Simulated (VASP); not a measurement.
Wanted: the native input for a VASP 6.6.1 run.

```
Task                   : single point
Functional             : LDA
Potentials or basis    : VASP PAW LDA potentials, release 64 (Mo_sv, S)
Cutoff                 : 500 eV
k mesh                 : 6 × 6 × 6
Occupations            : gaussian, width 0.05 eV
Spin                   : collinear spin
Starting moments       : [2.0, 0.0, 0.0] μB
Hubbard terms          : Mo d U = 3.0 eV, J = 0.7 eV
Dipole correction      : no
LDAUTYPE               : 1
Hund's J               : 0.7
Further INCAR settings : ALGO = Normal; EDIFF = 1e-06; NBANDS = 24
```

The structure of MoS2 lies in POSCAR:

```
MoS2
1.0
    0.0000000000      2.9959514200      2.9959514200
    2.9959514200      0.0000000000      2.9959514200
    2.9959514200      2.9959514200      0.0000000000
Mo S
1 2
Direct
    0.0000000000      0.0000000000      0.0000000000
    0.2500000000      0.2500000000      0.2500000000
    0.7500000000      0.7500000000      0.7500000000
```

The input as run:

INCAR

```
PREC     = Accurate       # precision mode
ENCUT    = 500            # plane-wave cutoff, eV
EDIFF    = 1E-6           # SCF threshold, eV
ISMEAR   = 0              # smearing method
SIGMA    = 0.05           # smearing width, eV
LREAL    = F              # projectors in reciprocal space
LASPH    = T              # aspherical terms in the spheres
NELM     = 200            # most SCF steps
ALGO     = Normal         # electronic algorithm
ISIF     = 2              # what is computed and relaxed
LWAVE    = F              # write WAVECAR
LCHARG   = F              # write CHGCAR
ISPIN    = 2              # spin polarisation
MAGMOM   = 2 0 0          # initial moments
LORBIT   = 11             # projections on sites
LMAXMIX  = 4              # l up to which the mixer works
LDAU     = T              # DFT+U
LDAUTYPE = 1            
LDAUL    = 2 -1           # shell
LDAUU    = 3 0            # U, eV
LDAUJ    = 0.7 0        
LDAUPRINT= 1            
NBANDS   = 24             # bands
GGA_COMPAT= F
```

KPOINTS

```
Automatic mesh
0
Gamma
  6 6 6
```

Potentials or basis: VASP PAW LDA potentials, release 64 (Mo_sv, S).

Run with:

```bash
$ cat potpaw_LDA.64/Mo_sv/POTCAR potpaw_LDA.64/S/POTCAR > POTCAR
$ mpirun -np 1 vasp_std > vasp.out
```

It gave:

| Quantity | Value |
| --- | --- |
| Pressure | -7.6 GPa |
| Net moment | 1.87 μB per cell |
| Site moments | Mo +1.63; S -0.01 μB |
| Valence electrons inside the program's atomic spheres | Mo 12.12; S 3.68 |

Caveat: the cell stands under tension.

It took 56 s on 1 thread of Intel Xeon 8259CL (shared host), peak memory 0.17 GiB.
